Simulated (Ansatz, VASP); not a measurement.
## SiO2 in VASP and in Ansatz

The input INCAR:

```
SYSTEM = SiO2
PREC = Accurate
ENCUT = 520
EDIFF = 1E-6
ISMEAR = -1
SIGMA = 0.03
LREAL = .False.
LASPH = .True.
NELM = 100
ALGO = Normal
ISIF = 2
LWAVE = .False.
LCHARG = .False.
GGA = PE
NBANDS = 25
```

Contents of KPOINTS:

```
Automatic mesh
0
Gamma
  7 7 7
  0 0 0
```

The input POSCAR:

```
SiO2
1.0
   -2.3419643100      2.3419643100      3.6933992025
    2.3419643100     -2.3419643100      3.6933992025
    2.3419643100      2.3419643100     -3.6933992025
Si O
2 4
Direct
    0.0000000000      0.0000000000      0.0000000000
    0.7500000000      0.2500000000      0.5000000000
    0.9983800000      0.6250000000      0.8733800000
    0.3750000000      0.2483800000      0.3733800000
    0.7516200000      0.1250000000      0.1266200000
    0.8750000000      0.0016200000      0.6266200000
```

Input for Ansatz:

```yaml
crystal:
  lattice:
    - [-2.34196431, 2.34196431, 3.6933992025]
    - [2.34196431, -2.34196431, 3.6933992025]
    - [2.34196431, 2.34196431, -3.6933992025]
  atoms:
    - { symbol: Si, position: [0.0, 0.0, 0.0] }
    - { symbol: Si, position: [0.75, 0.25, 0.5] }
    - { symbol: O, position: [0.99838, 0.625, 0.87338] }
    - { symbol: O, position: [0.375, 0.24838, 0.37338] }
    - { symbol: O, position: [0.75162, 0.125, 0.12662] }
    - { symbol: O, position: [0.875, 0.00162, 0.62662] }
kpoints:
  mp_grid: { grid: [7, 7, 7] }
  band_path:
    path:
      - [0.0, 0.0, 0.0]
      - [0.0, 0.0, 0.5]
      - [0.25, 0.25, 0.25]
      - [0.0, 0.5, 0.0]
      - [0.0, 0.0, 0.0]
      - [0.5, 0.5, -0.5]
      - [0.350518975, 0.649481025, -0.350518975]
      - [-0.350518975, 0.350518975, 0.350518975]
      - [0.0, 0.0, 0.0]
    npoints: 5
scf:
  occupations: { method: fermi_dirac, width: 0.03 }
hamiltonian:
  xc: pbe
  pseudopotentials: { kind: all_electron, lapw: { basis_error: 0.001 } }
output:
  forces: true
  stress: true
  eigenvalues: true
```

Change from the starting cell: volume scaled by 0.96.

Alike in both runs: task single point; functional PBE; k mesh 7 × 7 × 7; occupations fermi-dirac, width 0.03 eV; no spin polarisation.

|  | VASP | Ansatz |
| --- | --- | --- |
| version | VASP 6.6.1 | Ansatz 0.2.0 |
| potentials or method | VASP PAW PBE potentials, release 64 (Si, O), cutoff 520 eV | all-electron LAPW, scalar-relativistic |

Ansatz gave:

| Quantity | Value |
| --- | --- |
| gap on the k mesh at the Fermi level (eV) | 6.32 |
| pressure (GPa) | 11.3 |
| traceless stress, the component that is largest in VASP (GPa) | -1.17 |
| rms of the force components (eV/Å) | 0.326 |

Question: Estimate VASP's values.

Answer: gap on the k mesh at the Fermi level (eV): 6.31; pressure (GPa): 11.5; traceless stress, the component that is largest in VASP (GPa): -1.09; rms of the force components (eV/Å): 0.327.

Atom by atom the forces differ by 0.002 eV/Å (rms over components). Ansatz ran all-electron here, and VASP with PAW potentials.
